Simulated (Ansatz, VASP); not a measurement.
**Si4Se3 in VASP and in Ansatz**

```
CELL_PARAMETERS angstrom
5.96441 0.00000 0.00000
0.00000 7.09436 0.00000
0.00000 0.00000 5.20116
ATOMIC_POSITIONS crystal
Si 0.29871 0.50000 0.51590
Si 0.70129 0.50000 0.51590
Si 0.00000 0.00000 0.39901
Si 0.00000 0.00000 0.82548
Se 0.00000 0.24817 0.11424
Se 0.00000 0.75183 0.11424
Se 0.50000 0.50000 0.90077
```

Alike in both runs: functional PBE; k mesh 3 × 3 × 3; occupations gaussian, width 0.2 eV; no spin polarisation.

Ansatz relaxed the structure, and its values are those at the end. VASP's run is a single point on that final structure, the one shown.

|  | VASP | Ansatz |
| --- | --- | --- |
| version | VASP 6.6.1 | Ansatz 0.2.0 |
| potentials or method | VASP PAW PBE potentials, release 64 (Si, Se), cutoff 500 eV | scalar-relativistic, plane waves, PAW |
| valence electrons in the cell | 34 | 64 |

|  | VASP | Ansatz | Ansatz less VASP |
| --- | --- | --- | --- |
| gap on the k mesh at the Fermi level (eV) | none | none | - |
| pressure (GPa) | 0.3 | 0.2 | -0.03 |
| rms of the force components (eV/Å) | 0.014 | 0.007 | -0.0065 |

A gap of «none» marks a metal or a gap that the smearing closes. With one functional, cell and mesh, what is left measures potentials, basis and numerics. VASP's potentials hold 34 valence electrons a cell and Ansatz's 64, so a difference there can come from the potentials and not from the codes.

The k mesh is coarse, so the values compare programs but aren't converged.
